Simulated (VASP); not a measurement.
Wanted: the native input for a VASP 6.6.1 run.

* Task: single point
* Functional: PBE
* Potentials or basis: VASP PAW PBE potentials, release 64 (Al, H)
* Cutoff: 520 eV
* k mesh: 6 × 6 × 1
* Occupations: gaussian, width 0.1 eV
* Spin: no spin polarisation
* Dipole correction: yes
* Further INCAR settings: ALGO = Normal; EDIFF = 1e-06; NBANDS = 32

The structure of Al6H lies in POSCAR:

```
Al6H
1.0
    5.7143028096      0.0000000000      0.0000000000
   -2.8571514048      4.9487313980      0.0000000000
    0.0000000000      0.0000000000     22.6016424636
Al H
12 2
Direct
    0.3333333333      0.1666666667      0.1769782885
    0.3333333333      0.6666666667      0.1769782885
    0.8333333333      0.1666666667      0.1769782885
    0.8333333333      0.6666666667      0.1769782885
    0.1666666667      0.3333333333      0.2787817904
    0.1666666667      0.8333333333      0.2787817904
    0.6666666667      0.3333333333      0.2787817904
    0.6666666667      0.8333333333      0.2787817904
    0.0000000000      0.0000000000      0.3805759903
    0.0000000000      0.5000000000      0.3805759903
    0.5000000000      0.0000000000      0.3805759903
    0.5000000000      0.5000000000      0.3805759903
    0.1370922758      0.2741845515      0.4429608370
    0.3629077242      0.7258154485      0.4429608370
```

One way to write it, as run:

INCAR

```
ALGO     = Normal         # electronic algorithm
DIPOL    = 0.5 0.5 0.302
EDIFF    = 1E-6           # SCF threshold, eV
ENCUT    = 520            # plane-wave cutoff, eV
GGA      = PE             # functional
IDIPOL   = 3            
ISIF     = 2              # what is computed and relaxed
ISMEAR   = 0              # smearing method
LASPH    = T              # aspherical terms in the spheres
LCHARG   = T              # write CHGCAR
LDIPOL   = T            
LELF     = T              # ELF
LREAL    = F              # projectors in reciprocal space
LVACPOTAV= T            
LVHAR    = T            
LWAVE    = F              # write WAVECAR
NBANDS   = 32             # bands
NELM     = 60             # most SCF steps
PREC     = Accurate       # precision mode
SIGMA    = 0.1            # smearing width, eV
```

KPOINTS

```
k-points
0
Gamma
  6 6 1
```

Potentials or basis: VASP PAW PBE potentials, release 64 (Al, H).

Launch:

```sh
$ cat potpaw_PBE.64/Al/POTCAR potpaw_PBE.64/H/POTCAR > POTCAR
$ mpirun -np 1 vasp_std > vasp.out
```

It gave:

| Quantity | Value |
| --- | --- |
| Largest force | 1.009 eV/Å |
| Band gap on the k mesh | zero (bands 19 and 20 overlap by 1.19 eV) |

Run time: 5.9 min on 1 thread of Intel(R) Xeon(R) Platinum 8488C (Sapphire Rapids), with other jobs on the host, peak memory 0.72 GiB.
